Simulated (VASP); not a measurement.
# WS2 (R3m) in VASP: notebook, part 2 of 2

VASP 6.6.1. Earlier steps stand in the parts before.

**5. Single point, PBEsol (strain +0.015 along x and y, +0.015 along z)**

Contents of INCAR:

```
PREC = Accurate ; ENCUT = 520
EDIFF = 1E-7 ; ISMEAR = 0
SIGMA = 0.05 ; LREAL = False
LASPH = True ; NELM = 80
ALGO = Normal ; ISIF = 2
LWAVE = False ; LCHARG = False
GGA = PS ; NBANDS = 20
```

Contents of KPOINTS:

```
regular mesh
0
Gamma
  12 12 12
```

Contents of POSCAR:

```
WS2
1.0
    1.5974104533      0.9222653552      6.4660217133
   -1.5974104533      0.9222653552      6.4660217133
    0.0000000000     -1.8445307105      6.4660217133
W S
1 2
Direct
    0.9993284863      0.9993284863      0.9993284863
    0.7479630314      0.7479630314      0.7479630314
    0.5840084823      0.5840084823      0.5840084823
```

Potentials or basis: VASP PAW PBE potentials, release 64 (W_sv, S).

On the command line:

```
$ cat potpaw_PBE.64/W_sv/POTCAR potpaw_PBE.64/S/POTCAR > POTCAR
$ mpirun -np 1 vasp_std > vasp.out
```

OUTCAR:

```text
PREC = Accurate
   ENCUT = 520
   EDIFF = 1E-7
   ISMEAR = 0
   LREAL = False
   LASPH = True
   NELM = 80
   ISIF = 2
   GGA = PS

 ion  position               nearest neighbor table
   1  0.999  0.999  0.999-   2 2.44   2 2.44   2 2.44   3 2.44   3 2.44   3 2.44
   2  0.748  0.748  0.748-   1 2.44   1 2.44   1 2.44
   3  0.584  0.584  0.584-   1 2.44   1 2.44   1 2.44

  LATTYP: Found a trigonal (rhomboedric) cell.
 ALAT       =     6.7239668603
 COS(alpha) =     0.8871213228

  Lattice vectors:

 A1 = (   1.5974104533,   0.9222653552,   6.4660217133)
 A2 = (  -1.5974104533,   0.9222653552,   6.4660217133)
 A3 = (   0.0000000000,  -1.8445307105,   6.4660217133)

Analysis of symmetry for initial positions (statically):
=====================================================================
 Subroutine PRICEL returns:
 Original cell was already a primitive cell.

 Routine SETGRP: Setting up the symmetry group for a
 trigonal (rhombohedral) supercell.

 Subroutine GETGRP returns: Found  6 space group operations
 (whereof  6 operations were pure point group operations)
 out of a pool of 12 trial point group operations.

[... 163 lines left out ...]

 E-fermi :   6.6453     XC(G=0): -10.6899

 val. band max:        6.3510573490   @ k =   0.5000   0.5000   0.5000
 cond. band min:       7.5322081235   @ k =  -0.1667   0.1667   0.0000
 fundamental gap:      1.1811507745
 Fermi energy:         6.6453152935

 k-point     1 :       0.0000    0.0000    0.0000
  band No.  band energies     occupation
      1     -68.1232      2.00000
      2     -32.3466      2.00000
      3     -32.1956      2.00000
      4     -32.1956      2.00000
      5      -8.7849      2.00000
      6      -7.0356      2.00000
[... 541 lines left out ...]
     19      14.3835      0.00000
     20      14.8307      0.00000

 [... further k-points ...]

------------------------ aborting loop because EDIFF is reached ----------------------------------------

  FORCE on cell =-STRESS in cart. coord.  units (eV):
  Direction    XX          YY          ZZ          XY          YZ          ZX
  --------------------------------------------------------------------------------------
  -------------------------------------------------------------------------------------
  Total       -2.2876797     -2.2876797     -2.4560809      0.0000000      0.0000000      0.0000000
  in kB      -64.1275975    -64.1275975    -68.8481750      0.0000000      0.0000000      0.0000000
  external PRESSURE =     -65.7011233 kB  Pullay stress =       0.0000000 kB

 VOLUME and BASIS-vectors are now :
 -----------------------------------------------------------------------------
  energy-cutoff  :      520.00
  volume of cell :       57.16
      direct lattice vectors                 reciprocal lattice vectors
     1.597410453  0.922265355  6.466021713     0.313006591  0.180714439  0.051551533
    -1.597410453  0.922265355  6.466021713    -0.313006591  0.180714439  0.051551533
     0.000000000 -1.844530710  6.466021713     0.000000000 -0.361428879  0.051551533

 POSITION                                       TOTAL-FORCE (eV/Angst)
 -----------------------------------------------------------------------------------
      0.00000     -0.00000     19.38504         0.000000      0.000000     -0.000034
      0.00000     -0.00000     14.50904         0.000000      0.000000     -0.743057
      0.00000     -0.00000     11.32863         0.000000     -0.000000      0.743091
 -----------------------------------------------------------------------------------
    total drift:                                0.000000     -0.000000      0.000043

  FREE ENERGIE OF THE ION-ELECTRON SYSTEM (eV)
  ---------------------------------------------------
  free  energy   TOTEN  =       -25.2221485692 eV

  energy  without entropy=      -25.2221485692  energy(sigma->0) =      -25.22214857
```

OSZICAR:

```text
N       E                     dE             d eps       ncg     rms          rms(c)
DAV:   1     0.198526719677E+03    0.19853E+03   -0.12966E+04  7560   0.128E+03
DAV:   2    -0.160849658276E+02   -0.21461E+03   -0.20736E+03  8896   0.339E+02
DAV:   3    -0.264435326373E+02   -0.10359E+02   -0.10251E+02  9540   0.702E+01
DAV:   4    -0.265981101345E+02   -0.15458E+00   -0.15446E+00  9148   0.931E+00
DAV:   5    -0.266009804594E+02   -0.28703E-02   -0.28702E-02  9536   0.132E+00    0.255E+01
DAV:   6    -0.254376476902E+02    0.11633E+01   -0.63962E+00  8300   0.168E+01    0.102E+01
DAV:   7    -0.252844543263E+02    0.15319E+00   -0.15381E+00  7960   0.686E+00    0.528E+00
DAV:   8    -0.252234846971E+02    0.60970E-01   -0.29139E-01  8788   0.356E+00    0.109E+00
DAV:   9    -0.252224877128E+02    0.99698E-03   -0.12036E-02  9484   0.738E-01    0.506E-01
DAV:  10    -0.252221829627E+02    0.30475E-03   -0.41910E-03  8964   0.462E-01    0.636E-02
DAV:  11    -0.252221301022E+02    0.52861E-04   -0.60018E-04  8528   0.163E-01    0.570E-02
DAV:  12    -0.252221430227E+02   -0.12921E-04   -0.74531E-05  8656   0.653E-02    0.137E-02
DAV:  13    -0.252221481971E+02   -0.51744E-05   -0.14676E-05  8752   0.261E-02    0.395E-03
DAV:  14    -0.252221485010E+02   -0.30389E-06   -0.16397E-06  8876   0.735E-03    0.182E-03
DAV:  15    -0.252221485692E+02   -0.68153E-07   -0.27193E-07  9332   0.361E-03
   1 F= -.25222149E+02 E0= -.25222149E+02  d E =-.148356E-19
```

Run time: 6 min. Hardware: 1 thread of Intel Xeon 6975P-C (Granite Rapids), shared host; peak memory 0.47 GiB.

Results:

| Property | Result |
| --- | --- |
| Free energy | -25.2221 eV |
| Pressure | -6.6 GPa |
| Largest force | 0.743 eV/Å |
| Band gap on the k mesh | 1.18 eV (least direct gap 1.82 eV) |

Forces on the atoms (eV/Å):
```
W    0.000  0.000  0.000
S    0.000  0.000 -0.743
S    0.000  0.000  0.743
```

Levels at points of the mesh, in eV from the valence-band top:
```csv
k point,band 10,band 11,band 12,band 13,band 14,band 15,band 16,band 17
"(0.00, 0.00, 0.00)",-2.00,-2.00,-1.62,-0.98,2.35,2.35,2.54,2.54
"(0.50, 0.00, 0.00)",-3.78,-2.42,-1.61,-1.46,2.37,2.67,3.65,3.97
"(0.50, 0.50, 0.00)",-3.73,-2.85,-1.73,-1.33,2.35,2.80,3.28,4.28
"(0.50, 0.50, 0.50)",-3.19,-1.98,-1.98,0.00,2.41,2.41,2.46,2.46
```

Caveat: the cell differs from its parent crystal (strain +0.015 along x and y, +0.015 along z); the cell stands under tension; the PAW data sets were made with another functional, which shifts forces and pressure a little; spin-orbit coupling is left out, which moves the levels of the heavy elements. A k mesh can miss the band edges.

**6. Single point, PBEsol (strain +0.030 along x and y, +0.000 along z)**

Contents of INCAR:

```
PREC = Accurate
ENCUT = 520
EDIFF = 1E-7
ISMEAR = 0
SIGMA = 0.05
LREAL = F
LASPH = T
NELM = 100
ALGO = Normal
ISIF = 2
LWAVE = F
LCHARG = T
GGA = PS
LELF = T
LVHAR = T
NBANDS = 20
```

Contents of KPOINTS:

```
Automatic mesh
0
Gamma
  12 12 12
```

Contents of POSCAR:

```
WS2
1.0
    1.6210175043      0.9358948925      6.3704647422
   -1.6210175043      0.9358948925      6.3704647422
    0.0000000000     -1.8717897850      6.3704647422
W S
1 2
Direct
    0.9993284863      0.9993284863      0.9993284863
    0.7479630314      0.7479630314      0.7479630314
    0.5840084823      0.5840084823      0.5840084823
```

Potentials or basis: VASP PAW PBE potentials, release 64 (W_sv, S).

On the command line:

```
$ cat potpaw_PBE.64/W_sv/POTCAR potpaw_PBE.64/S/POTCAR > POTCAR
$ mpirun -np 1 vasp_std > vasp.out
```

Wall time 5.3 min (1 thread of Intel Xeon 6975P-C (Granite Rapids), shared host); peak memory 0.46 GiB.

It converged, with:

```yaml
Free_energy: -25.1709 eV
Pressure: -8.2 GPa
Largest_force: 0.605 eV/Å
Band_gap_on_the_k_mesh: 0.97 eV (least direct gap 1.62 eV)
```

Forces in eV/Å, atoms in the order of the input:
```
W    0.000  0.000  0.000
S    0.000  0.000 -0.605
S    0.000  0.000  0.605
```

Stress tensor (GPa, compression positive):
```
-9.59  0.00  0.00
 0.00 -9.59  0.00
 0.00  0.00 -5.46
```

Levels at points of the mesh, in eV from the valence-band top:
```csv
k point,band 9,band 10,band 11,band 12,band 13,band 14,band 15,band 16,band 17,band 18
"(0.00, 0.00, 0.00)",-3.49,-2.32,-2.32,-1.56,-0.94,2.07,2.07,2.34,2.34,4.18
"(0.50, 0.00, 0.00)",-5.05,-4.02,-2.43,-1.93,-1.58,1.99,2.38,3.41,3.74,4.21
"(0.50, 0.50, 0.00)",-4.80,-3.96,-2.88,-2.06,-1.47,1.96,2.45,3.06,4.09,4.71
"(0.50, 0.50, 0.50)",-3.50,-3.42,-2.30,-2.30,0.00,2.13,2.13,2.24,2.24,4.52
```

Caveat: the cell differs from its parent crystal (strain +0.030 along x and y, +0.000 along z); the cell stands under tension; the PAW data sets were made with another functional, which shifts forces and pressure a little; spin-orbit coupling is left out, which moves the levels of the heavy elements.

**7. Summary**

```tsv
cell	gap on the mesh (eV)	pressure (GPa)	largest force (eV/Å)
a = 6.457 Å, angles 29.1°, 3 atoms	0.57	-3.8	0.29
a = 6.632 Å, angles 27.9°, 3 atoms	1.13	-4.4	0.31
a = 6.548 Å, angles 28.7°, 3 atoms	0.78	-6.1	0.17
a = 6.724 Å, angles 27.5°, 3 atoms	1.18	-6.6	0.74
a = 6.640 Å, angles 28.3°, 3 atoms	0.97	-8.2	0.61
```

Alike in all rows: task single point; level PBEsol; potentials or basis VASP PAW PBE potentials, release 64 (W_sv, S); no spin polarisation; k mesh 12 × 12 × 12; cutoff (eV) 520; smearing gaussian 0.05 eV.

Caveats: the PAW data sets were made with another functional, which shifts forces and pressure a little; spin-orbit coupling is left out, which moves the levels of the heavy elements; the cell stands under tension (at least some runs); the stress differs along the axes, from -7 to 3 GPa (at least some runs); the stress differs along the axes, from -8 to -2 GPa (at least some runs).

Total energies depend on the potentials used, so only differences within one code and one set of settings carry meaning.
